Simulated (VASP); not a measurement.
# In3B2As (P6/mmm) in VASP: notebook

Runs on In3B2As. Level: PBE. Tasks: relaxation of cell and atoms, single point.

Program: VASP 6.6.1. These are calculated values, not measurements. Logs are shortened: lines on timing, memory, paths and dates and some standing lists are left out, and cuts for length are marked.

### Step 1. The cell of the first run

Symmetry: P6/mmm, No. 191, hexagonal system. The conventional cell has a = 6.771 Å, b = 6.771 Å, c = 3.023 Å, α = 90.00°, β = 90.00°, γ = 120.00°. Within 3.3 Å of In (site symmetry mmm) lie 4 B at 2.47 Å and 2 In at 3.02 Å. Within 3.3 Å of B (site symmetry -6m2) lie 6 In at 2.47 Å and 2 B at 3.02 Å. As (site symmetry 6/mmm) has 2 As at 3.02 Å and 12 In at 3.71 Å and 6 B at 3.91 Å within 4.0 Å.

### Step 2. Relaxation of cell and atoms, PBE

The input, INCAR:

```
ALGO     = Normal         # electronic algorithm
EDIFF    = 1E-6           # SCF threshold, eV
EDIFFG   = -0.01          # ionic threshold
ENCUT    = 600            # plane-wave cutoff, eV
GGA      = PE             # functional
IBRION   = 2              # ionic algorithm
ISIF     = 3              # what is computed and relaxed
ISMEAR   = 0              # smearing method
LASPH    = T              # aspherical terms in the spheres
LCHARG   = F              # write CHGCAR
LREAL    = F              # projectors in reciprocal space
LWAVE    = F              # write WAVECAR
NELM     = 80             # most SCF steps
NSW      = 100            # ionic steps
PREC     = Accurate       # precision mode
SIGMA    = 0.1            # smearing width, eV
```

The input, KPOINTS:

```
k-points
0
Gamma
  6 6 12
```

The input, POSCAR:

```
In3B2As
1.0
    6.7709227684      0.0000000000      0.0000000000
   -3.3854613842      5.8637911245      0.0000000000
    0.0000000000      0.0000000000      3.0232225263
In B As
3 2 1
Direct
    0.5000000000      0.0000000000      0.5000000000
    0.0000000000      0.5000000000      0.5000000000
    0.5000000000      0.5000000000      0.5000000000
    0.3333333333      0.6666666667      0.0000000000
    0.6666666667      0.3333333333      0.0000000000
    0.0000000000      0.0000000000      0.0000000000
```

Potentials or basis: VASP PAW PBE potentials, release 64 (In_d, B, As).

Started as:

```console
cat potpaw_PBE.64/In_d/POTCAR potpaw_PBE.64/B/POTCAR potpaw_PBE.64/As/POTCAR > POTCAR
mpirun -np 1 vasp_std > vasp.out
```

OUTCAR:

```text
EDIFF = 1E-6
   EDIFFG = -0.01
   ENCUT = 600
   GGA = PE
   IBRION = 2
   ISIF = 3
   ISMEAR = 0
   LASPH = T
   LREAL = F
   NELM = 80
   NSW = 100
   PREC = Accurate

 ion  position               nearest neighbor table
   1  0.500  0.000  0.500-   4 2.47   5 2.47   4 2.47   5 2.47   2 3.39   3 3.39   3 3.39   2 3.39

   2  0.000  0.500  0.500-   4 2.47   5 2.47   4 2.47   5 2.47   3 3.39   3 3.39   1 3.39   1 3.39

   3  0.500  0.500  0.500-   4 2.47   5 2.47   4 2.47   5 2.47   2 3.39   2 3.39   1 3.39   1 3.39

   4  0.333  0.667  0.000-   2 2.47   2 2.47   1 2.47   1 2.47   3 2.47   3 2.47
   5  0.667  0.333  0.000-   2 2.47   2 2.47   1 2.47   1 2.47   3 2.47   3 2.47
   6  0.000  0.000  0.000-

  LATTYP: Found a hexagonal cell.
 ALAT       =     6.7709227684
 C/A-ratio  =     0.4465008138

  Lattice vectors:

 A1 = (   6.7709227684,   0.0000000000,   0.0000000000)
 A2 = (  -3.3854613842,   5.8637911245,   0.0000000000)
 A3 = (   0.0000000000,   0.0000000000,   3.0232225263)

Analysis of symmetry for initial positions (statically):
=====================================================================
 Subroutine PRICEL returns:
 Original cell was already a primitive cell.

 Routine SETGRP: Setting up the symmetry group for a
 hexagonal supercell.

 Subroutine GETGRP returns: Found 24 space group operations
 (whereof 24 operations were pure point group operations)
 out of a pool of 24 trial point group operations.

The static configuration has the point symmetry D_6h.

Analysis of symmetry for dynamics (positions and initial velocities):
=====================================================================
 Subroutine PRICEL returns:
 Original cell was already a primitive cell.

 Routine SETGRP: Setting up the symmetry group for a
 hexagonal supercell.

 Subroutine GETGRP returns: Found 24 space group operations
 (whereof 24 operations were pure point group operations)
 out of a pool of 24 trial point group operations.

The dynamic configuration has the point symmetry D_6h.

 Subroutine INISYM returns: Found 24 space group operations
 (whereof 24 operations are pure point group operations),
 and found     1 'primitive' translations

----------------------------------------------------------------------------------------

                                     Primitive cell

  volume of cell :     120.0318

  direct lattice vectors                    reciprocal lattice vectors
     6.770922768  0.000000000  0.000000000     0.147690357  0.085269067  0.000000000
    -3.385461384  5.863791124  0.000000000     0.000000000  0.170538135  0.000000000
     0.000000000  0.000000000  3.023222526     0.000000000  0.000000000  0.330772873

  length of vectors
     6.770922768  6.770922768  3.023222526     0.170538135  0.170538135  0.330772873

  position of ions in fractional coordinates (direct lattice)
     0.500000000  0.000000000  0.500000000
     0.000000000  0.500000000  0.500000000
     0.500000000  0.500000000  0.500000000
     0.333333333  0.666666667  0.000000000
     0.666666667  0.333333333  0.000000000
     0.000000000  0.000000000  0.000000000

  ion indices of the primitive-cell ions
   primitive index   ion index
                 1           1
                 2           2
                 3           3
                 4           4
                 5           5
                 6           6

----------------------------------------------------------------------------------------

 KPOINTS: k-points

Automatic generation of k-mesh.
 Grid dimensions read from file:
 generate k-points for:    6    6   12

 Generating k-lattice:

  Cartesian coordinates                     Fractional coordinates (reciprocal lattice)
     0.024615059  0.014211511  0.000000000     0.166666667  0.000000000  0.000000000
     0.000000000  0.028423022  0.000000000     0.000000000  0.166666667  0.000000000
     0.000000000  0.000000000  0.027564406     0.000000000  0.000000000  0.083333333

  Length of vectors
     0.028423022  0.028423022  0.027564406

  Shift w.r.t. Gamma in fractional coordinates (k-lattice)
     0.000000000  0.000000000  0.000000000

 Subroutine IBZKPT returns following result:
 ===========================================

 Found     49 irreducible k-points:

 Following reciprocal coordinates:
            Coordinates               Weight
  0.000000  0.000000  0.000000      1.000000
  0.166667 -0.000000  0.000000      6.000000
  0.333333  0.000000  0.000000      6.000000
  0.500000 -0.000000  0.000000      3.000000
  0.166667  0.166667  0.000000      6.000000
  0.333333  0.166667  0.000000     12.000000
[... 16 lines left out ...]
  0.166667 -0.000000  0.250000     12.000000
  0.333333  0.000000  0.250000     12.000000
 [... further k-points ...]
   k-points           NKPTS =     49   k-points in BZ     NKDIM =     49   number of bands    NBANDS=     30
   number of dos      NEDOS =    301   number of ions     NIONS =      6
   total plane-waves  NPLWV =  69984
   dimension x,y,z NGX =    54 NGY =   54 NGZ =   24
   dimension x,y,z NGXF=   108 NGYF=  108 NGZF=   48
   ions per type =               3   2   1
   NGX,Y,Z   is equivalent  to a cutoff of  13.26, 13.26, 13.20 a.u.
   NGXF,Y,Z  is equivalent  to a cutoff of  26.52, 26.52, 26.40 a.u.
 SYSTEM =  unknown system
   PREC   = accura    normal or accurate (medium, high low for compatibility)
   ISTART =      0    job   : 0-new  1-cont  2-samecut
   ICHARG =      2    charge: 1-file 2-atom 10-const
   ISPIN  =      1    spin polarized calculation?
   LNONCOLLINEAR =      F non collinear calculations
   LSORBIT =      F    spin-orbit coupling
   LASPH  =      T    aspherical Exc in radial PAW
   ENCUT  =  600.0 eV  44.10 Ry    6.64 a.u.  13.52 13.52  6.04*2*pi/ulx,y,z
   NELM   =     80;   NELMIN=  2; NELMDL= -5     # of ELM steps
   EDIFF  = 0.1E-05   stopping-criterion for ELM
   LREAL  =      F    real-space projection
   EDIFFG = -.1E-01   stopping-criterion for IOM
   NSW    =    100    number of steps for IOM
   IBRION =      2    ionic relax: 0-MD 1-quasi-New 2-CG
   NFREE  =      1    steps in history (QN), initial steepest desc. (CG)
   ISIF   =      3    stress and relaxation
   ISYM   =      2    0-nonsym 1-usesym 2-fastsym
   POTIM  = 0.5000    time-step for ionic-motion
   TEBEG  =    0.0;   TEEND  =   0.0 temperature during run
   PSTRESS=    0.0 pullay stress
   NELECT =      50.0000    total number of electrons
   NUPDOWN=      -1.0000    fix difference up-down
   EMIN   =  10.00;   EMAX   =-10.00  energy-range for DOS
   EFERMI =   0.00;   METHOD = LEGACY
   ISMEAR =     0;   SIGMA  =   0.10  broadening in eV -4-tet -1-fermi 0-gaus
   EFERMI_NEDOS =   21; number of points for ismear=-14 and -15
   IALGO  =     38    algorithm
   IMIX   =      4    mixing-type and parameters
     AMIX     =   0.40;   BMIX     =  1.00
     AMIX_MAG =   1.60;   BMIX_MAG =  1.00
  volume/ion in A,a.u.               =      20.01       135.00
  Fermi-wavevector in a.u.,A,eV,Ry     =   1.222642  2.310459 20.338719  1.494854
  Thomas-Fermi vector in A             =   2.357782
   LORBIT       =      0    0 simple, 1 ext, 2 COOP (PROOUT), +10 PAW based schemes
   GGA     = PE    functional components
   LHFCALC =     F    Hartree Fock is set to
   AEXX    =    0.0000 exact exchange contribution
   IVDW    =     0    specifies the selected vdW correction
   LEPSILON=     F    determine dielectric tensor
   LRPA    =     F    only Hartree local field effects (RPA)
 conjugate gradient relaxation of ions
 non-spin polarized calculation
 Gauss-broadening in eV      SIGMA  =   0.10
  energy-cutoff  :      600.00
  volume of cell :      120.03
 maximum number of plane-waves:      4050
   NGX = 27   NGY = 27   NGZ = 13

--------------------------------------- Ionic step        1  -------------------------------------------

 number of electron      50.0000005 magnetization

 Free energy of the ion-electron system (eV)
  ---------------------------------------------------
  ext. energy  EPLUGINS =         0.00000000
  ---------------------------------------------------
  free energy    TOTEN  =       -20.02244148 eV

  energy without entropy =      -20.00568380  energy(sigma->0) =      -20.01406264

------------------------ aborting loop because EDIFF is reached ----------------------------------------

  FORCE on cell =-STRESS in cart. coord.  units (eV):
  Direction    XX          YY          ZZ          XY          YZ          ZX
  --------------------------------------------------------------------------------------
  -------------------------------------------------------------------------------------
  Total        0.0396317      0.0396317      0.6202223     -0.0000000      0.0000000      0.0000000
  in kB        0.5290012      0.5290012      8.2786880     -0.0000000      0.0000000      0.0000000
  external PRESSURE =       3.1122301 kB  Pullay stress =       0.0000000 kB
[... 145 lines left out ...]
  energy  without entropy=      -20.0076934094  energy(sigma->0) =      -20.01620848

--------------------------------------- Ionic step        5  -------------------------------------------

 number of electron      49.9999998 magnetization

 Free energy of the ion-electron system (eV)
  ---------------------------------------------------
  ext. energy  EPLUGINS =         0.00000000
  ---------------------------------------------------
  free energy    TOTEN  =       -20.02486342 eV

  energy without entropy =      -20.00754961  energy(sigma->0) =      -20.01620651

 E-fermi :   6.0952     XC(G=0): -10.2009

 val. band max:        6.0939713812   @ k =   0.3333   0.0000   0.2500
 cond. band min:       6.0992381220   @ k =   0.3333   0.0000   0.2500
 fundamental gap:      0.0052667407
 Fermi energy:         6.0951690455

 k-point     1 :       0.0000    0.0000    0.0000
  band No.  band energies     occupation
      1      -8.7310      2.00000
      2      -8.6816      2.00000
      3      -8.6675      2.00000
      4      -8.6675      2.00000
      5      -8.4713      2.00000
      6      -8.4713      2.00000
[... 781 lines left out ...]
     29       9.1227      0.00000
     30       9.9266      0.00000

 [... further k-points ...]
[... 5 lines left out ...]
  --------------------------------------------------------------------------------------
  -------------------------------------------------------------------------------------
  Total       -0.0069015     -0.0069015      0.0384032      0.0000000      0.0000000      0.0000000
  in kB       -0.0918414     -0.0918414      0.5110499      0.0000000      0.0000000      0.0000000
  external PRESSURE =       0.1091224 kB  Pullay stress =       0.0000000 kB
[... 21 lines left out ...]
  FREE ENERGIE OF THE ION-ELECTRON SYSTEM (eV)
  ---------------------------------------------------
  free  energy   TOTEN  =       -20.0248634181 eV

  energy  without entropy=      -20.0075496081  energy(sigma->0) =      -20.01620651

 reached required accuracy - stopping structural energy minimisation
```

Run time: 4.6 min. Hardware: 1 thread of Intel Xeon 6975P-C (Granite Rapids), shared host; peak memory 0.4 GiB.

Results:

```yaml
Free_energy: -20.0249 eV
Relaxed_volume: 20.07 Å³/atom
Relaxed_cell: a = 6.755 Å, b = 6.755 Å, c = 3.047 Å, α = 90.00°, β = 90.00°, γ = 120.00°
Space_group_after_relaxing_to_0.05_Å: P6/mmm (No. 191)
Energy_gained_by_relaxing: 0.4 meV/atom
Ionic_steps: 5
Pressure_after_relaxing: 0.0 GPa
Band_gap_on_the_k_mesh: zero (band 25 reaches 8.06 eV, above the bottom of band 26 at 5.70 eV)
```

The path:
```
step  energy change (eV)  largest force (eV/Å)  pressure (GPa)  volume (Å³)
   1              0.0000                0.0000            0.31       120.03
   2             -0.0018                0.0000           -0.12       120.71
   3             -0.0018                0.0000           -0.15       120.79
   4             -0.0023                0.0000           -0.06       120.56
   5             -0.0024                0.0000            0.01       120.40
```

Final structure:
```cif
data_structure
_symmetry_space_group_name_H-M 'P 1'
_symmetry_Int_Tables_number 1
_cell_length_a 6.7552
_cell_length_b 6.7552
_cell_length_c 3.0465
_cell_angle_alpha 90.000
_cell_angle_beta 90.000
_cell_angle_gamma 120.000
_cell_volume 120.40
loop_
_atom_site_label
_atom_site_type_symbol
_atom_site_fract_x
_atom_site_fract_y
_atom_site_fract_z
_atom_site_occupancy
In1 In 0.50000 0.00000 0.50000 1
In2 In 0.00000 0.50000 0.50000 1
In3 In 0.50000 0.50000 0.50000 1
B1 B 0.33333 0.66667 0.00000 1
B2 B 0.66667 0.33333 0.00000 1
As1 As 0.00000 0.00000 0.00000 1
```

Levels at points of the mesh, in eV from the Fermi level:
```
           k point  band 21  band 22  band 23  band 24  band 25  band 26  band 27  band 28  band 29  band 30
(0.00, 0.00, 0.00)    -3.97    -3.97    -0.38    -0.38     1.71     2.10     3.48     4.22     4.72     4.72
(0.50, 0.00, 0.00)    -3.18    -1.87    -1.77    -0.94     0.59     2.24     2.79     3.05     3.07     4.22
(0.00, 0.00, 0.50)    -2.89    -2.89    -2.76    -1.11    -1.11    -0.39    -0.39     0.98     0.98     2.14
(0.50, 0.00, 0.50)    -3.32    -3.09    -1.58    -0.89    -0.17     0.41     0.60     0.98     1.39     1.93
```

Caveat: spin-orbit coupling is left out, which moves the levels of the heavy elements.

### Step 3. Single point, PBE

The input, INCAR:

```
PREC = Accurate ; ENCUT = 520
EDIFF = 1E-6 ; ISMEAR = 0
SIGMA = 0.1 ; LREAL = False
LASPH = True ; NELM = 100
ALGO = Normal ; ISIF = 2
LWAVE = False ; LCHARG = False
GGA = PE ; NBANDS = 34
```

The input, KPOINTS:

```
regular mesh
0
Gamma
  3 3 6
```

POSCAR is that of step 2.

Potentials or basis: VASP PAW PBE potentials, release 64 (In_d, B, As).

Started as:

```console
cat potpaw_PBE.64/In_d/POTCAR potpaw_PBE.64/B/POTCAR potpaw_PBE.64/As/POTCAR > POTCAR
mpirun -np 1 vasp_std > vasp.out
```

Run time: 30 s. Hardware: 1 thread of Intel Xeon 6975P-C (Granite Rapids), shared host; peak memory 0.24 GiB.

Results (log left out):

```
Free energy            : -20.1620 eV
Pressure               : -0.1 GPa
Band gap on the k mesh : zero (band 25 reaches 7.98 eV, above the bottom of band 26 at 5.78 eV)
```

Levels at points of the mesh, in eV from the Fermi level:
| k point | band 21 | band 22 | band 23 | band 24 | band 25 | band 26 | band 27 | band 28 | band 29 | band 30 |
| --- | --- | --- | --- | --- | --- | --- | --- | --- | --- | --- |
| (0.00, 0.00, 0.00) | -4.27 | -4.27 | -0.70 | -0.70 | 1.59 | 1.80 | 3.33 | 4.14 | 4.40 | 4.40 |
| (0.00, 0.00, 0.50) | -3.19 | -3.19 | -3.05 | -1.34 | -1.34 | -0.61 | -0.61 | 0.76 | 0.76 | 1.88 |

Caveat: spin-orbit coupling is left out, which moves the levels of the heavy elements.

### Step 4. Single point, PBE

This run uses another cell than the first one, of 18.29 Å³/atom, 0.914 times its volume.

The input, INCAR:

```
SYSTEM = In3B2As
ALGO = Normal ; EDIFF = 1E-6
ENCUT = 520 ; GGA = PE
ISIF = 2 ; ISMEAR = 0
LASPH = .True. ; LCHARG = .False.
LREAL = .False. ; LWAVE = .False.
NBANDS = 34 ; NELM = 80
PREC = Accurate ; SIGMA = 0.1
```

The input, KPOINTS:

```
k-points
0
Gamma
  6 6 4
  0 0 0
```

The input, POSCAR:

```
In3B2As
1.0
    5.6168027400      0.0000000000      0.0000000000
   -2.8084013700      4.8642938600      0.0000000000
    0.0000000000      0.0000000000      4.0174014500
In B As
3 2 1
Direct
    0.5000000000      0.0000000000      0.5000000000
    0.0000000000      0.5000000000      0.5000000000
    0.5000000000      0.5000000000      0.5000000000
    0.3333333300      0.6666666700      0.0000000000
    0.6666666700      0.3333333300      0.0000000000
    0.0000000000      0.0000000000      0.0000000000
```

Started as:

```console
cat potpaw_PBE.64/In_d/POTCAR potpaw_PBE.64/B/POTCAR potpaw_PBE.64/As/POTCAR > POTCAR
mpirun -np 1 vasp_std > vasp.out
```

Run time: 44 s. Hardware: 1 thread of Intel Xeon 6975P-C (Granite Rapids), shared host; peak memory 0.25 GiB.

Results (log left out):

```
Free energy            : -17.7570 eV
Pressure               : 7.3 GPa
Band gap on the k mesh : zero (band 25 reaches 8.78 eV, above the bottom of band 26 at 5.93 eV)
```

Stress tensor (GPa, compression positive):
```
12.54  0.00  0.00
 0.00 12.54  0.00
 0.00  0.00 -3.33
```

Levels at points of the mesh, in eV from the Fermi level:
```csv
k point,band 21,band 22,band 23,band 24,band 25,band 26,band 27,band 28,band 29,band 30
"(0.00, 0.00, 0.00)",-4.05,-4.05,-3.37,-1.11,0.40,0.99,1.73,2.47,2.47,3.71
"(0.50, 0.00, 0.00)",-2.07,-1.29,-1.22,-0.29,0.01,0.16,0.22,0.59,1.16,1.84
"(0.00, 0.00, 0.50)",-2.72,-2.72,-2.02,-2.02,-1.68,-1.56,-1.56,-0.96,-0.96,3.40
"(0.50, 0.00, 0.50)",-3.91,-3.82,-3.04,-0.40,-0.39,0.90,1.36,1.64,1.66,2.71
```

Caveat: the k points lie up to 0.39 Å⁻¹ apart; spin-orbit coupling is left out, which moves the levels of the heavy elements.

(Continued in part 2 of 2.)
